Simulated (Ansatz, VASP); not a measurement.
Two plane-wave programs on CdS

```
CELL_PARAMETERS angstrom
-2.09858 -3.63485 0.00000
2.09858 -3.63485 0.00000
0.17488 -0.90871 13.65546
ATOMIC_POSITIONS crystal
Cd 0.59118 0.51570 0.90583
Cd 0.63285 0.59903 0.40583
Cd 0.32035 0.30736 0.15583
Cd 0.27868 0.22403 0.65583
S 0.65882 0.65097 0.09417
S 0.61715 0.56764 0.59417
S 0.30465 0.27597 0.34417
S 0.26299 0.19264 0.84417
```

Alike in both runs: task single point; functional PBE; k mesh 7 × 7 × 2; occupations gaussian, width 0.05 eV; no spin polarisation.

|  | VASP | Ansatz |
| --- | --- | --- |
| version | VASP 6.6.1 | Ansatz 0.2.0 |
| potentials or method | VASP PAW PBE potentials, release 64 (Cd, S), cutoff 520 eV | scalar-relativistic, plane waves, PAW |
| valence electrons in the cell | 72 | 104 |

|  | VASP | Ansatz | Ansatz less VASP |
| --- | --- | --- | --- |
| gap on the k mesh at the Fermi level (eV) | 0.98 | 0.98 | -0.001 |
| least direct gap on the mesh (eV) | 0.98 | 0.98 | -0.001 |
| pressure (GPa) | -0.1 | -0.4 | -0.29 |
| traceless stress, the component that is largest in VASP (GPa) | 0.86 | 0.87 | +0.006 |
| rms of the force components (eV/Å) | 0.132 | 0.130 | -0.0022 |

Atom by atom the forces differ by 0.004 eV/Å (rms over components). The functional is the same, so the differences come from potentials, cutoffs and numerics. VASP's potentials hold 72 valence electrons a cell and Ansatz's 104, so a difference there can come from the potentials and not from the codes.
